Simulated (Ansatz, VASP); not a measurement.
# SrO: VASP beside Ansatz

```
Sr O
1.0
     0.00000    2.71766    2.57989
     2.71766    0.00000    2.57989
     2.71766    2.71766    0.00000
Sr O
1 1
Direct
  0.00000 0.00000 0.00000
  0.50000 0.50000 0.50000
```

Change from the starting cell: biaxial_xy strain +5.3%.

Alike in both runs: task single point; functional r2SCAN; k mesh 8 × 8 × 8; no spin polarisation.

|  | VASP | Ansatz |
| --- | --- | --- |
| version | VASP 6.6.1 | Ansatz 0.2.0 |
| potentials or method | VASP PAW PBE potentials, release 64 (Sr_sv, O) | plane waves, PAW |
| plane-wave cutoff (eV) | 520 | 500 |
| occupations | gaussian, width 0.01 eV | fixed |
| valence electrons in the cell | 16 | 16 |

```csv
,VASP,Ansatz,Ansatz less VASP
gap on the k mesh at the Fermi level (eV),3.56,3.60,+0.045
pressure (GPa),-7.0,-7.3,-0.34
"traceless stress, the component that is largest in VASP (GPa)",2.86,2.70,-0.168
```

VASP's potentials were made for PBE, not for r2SCAN.
